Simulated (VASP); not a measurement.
A run of VASP 6.6.1 is set up as follows.

The input INCAR:

```
  PREC = Accurate
  ENCUT = 520
  EDIFF = 1E-8
  ISMEAR = -1
  SIGMA = 0.15
  LREAL = False
  LASPH = True
  NELM = 80
  ALGO = Normal
  ISIF = 2
  LWAVE = False
  LCHARG = False
  IBRION = 8
  NSW = 1
```

KPOINTS

```
regular mesh
0
Gamma
  12 12 12
```

File POSCAR:

```
GaAs
1.0
    0.0000000000      2.8750910500      2.8750910500
    2.8750910500      0.0000000000      2.8750910500
    2.8750910500      2.8750910500      0.0000000000
Ga As
1 1
Direct
    0.0000000000      0.0000000000      0.0000000000
    0.7500000000      0.7500000000      0.7500000000
```

Potentials or basis: VASP PAW LDA potentials, release 64 (Ga_d, As).

Launch:

```bash
$ cat potpaw_LDA.64/Ga_d/POTCAR potpaw_LDA.64/As/POTCAR > POTCAR
$ mpirun -np 1 vasp_std > vasp.out
```

Task: Predict the highest phonon frequency at Γ, LO-TO splitting left out.

Result: 244 cm⁻¹.

Phonon frequencies in cm⁻¹ (negative: imaginary):
```csv
q point,frequencies
"(0.000, 0.000, 0.000)",0 0 0 244 244 244
```

Caveat: the cell wasn't relaxed at this level first, which shifts response properties.
